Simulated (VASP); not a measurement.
A run of VASP 6.6.1 is set up as follows.

The input INCAR:

```
PREC     = Accurate       # precision mode
ENCUT    = 520            # plane-wave cutoff, eV
EDIFF    = 1E-6           # SCF threshold, eV
ISMEAR   = -1             # smearing method
SIGMA    = 0.02           # smearing width, eV
LREAL    = False          # projectors in reciprocal space
LASPH    = True           # aspherical terms in the spheres
NELM     = 80             # most SCF steps
ALGO     = Normal         # electronic algorithm
ISIF     = 2              # what is computed and relaxed
LWAVE    = False          # write WAVECAR
LCHARG   = False          # write CHGCAR
GGA      = PE             # functional
NBANDS   = 45             # bands
```

KPOINTS

```
regular mesh
0
Gamma
  6 6 8
```

File POSCAR:

```
Si3N4
1.0
    7.6056640558      0.0000000000      0.0000000000
   -3.8028320279      6.5866982850      0.0000000000
    0.0000000000      0.0000000000      2.9928158604
Si N
6 8
Direct
    0.2287366496      0.8239589886      0.7500000000
    0.4047776611      0.2287366496      0.2500000000
    0.8239589886      0.5952223389      0.2500000000
    0.1760410114      0.4047776611      0.7500000000
    0.5952223389      0.7712633504      0.7500000000
    0.7712633504      0.1760410114      0.2500000000
    0.3333333333      0.6666666667      0.7500000000
    0.6666666667      0.3333333333      0.2500000000
    0.9655817744      0.6694574596      0.7500000000
    0.2961243148      0.9655817744      0.2500000000
    0.6694574596      0.7038756852      0.2500000000
    0.3305425404      0.2961243148      0.7500000000
    0.0344182256      0.3305425404      0.2500000000
    0.7038756852      0.0344182256      0.7500000000
```

Potentials or basis: VASP PAW PBE potentials, release 64 (Si, N).

Command:

```bash
$ cat potpaw_PBE.64/Si/POTCAR potpaw_PBE.64/N/POTCAR > POTCAR
$ mpirun -np 1 vasp_std > vasp.out
```

Task: Predict the pressure.

Result: -2.0 GPa.

Task: Predict the band gap on the k mesh.

Result: 3.76 eV (least direct gap 4.12 eV).

Task: Predict the largest force.

Result: 0.063 eV/Å.

Forces on the atoms (eV/Å):
```
Si   0.024  0.059  0.000
Si  -0.039  0.050  0.000
Si   0.063  0.009  0.000
Si  -0.063 -0.009  0.000
Si   0.039 -0.050  0.000
Si  -0.024 -0.059  0.000
N    0.000  0.000  0.000
N    0.000  0.000  0.000
N    0.000  0.014  0.000
N   -0.012  0.007  0.000
N    0.012  0.007  0.000
N   -0.012 -0.007  0.000
N    0.000 -0.014  0.000
N    0.012 -0.007  0.000
```

Caveat: the cell differs from its parent crystal (uniaxial z strain +3.0%). A k mesh can miss the band edges.
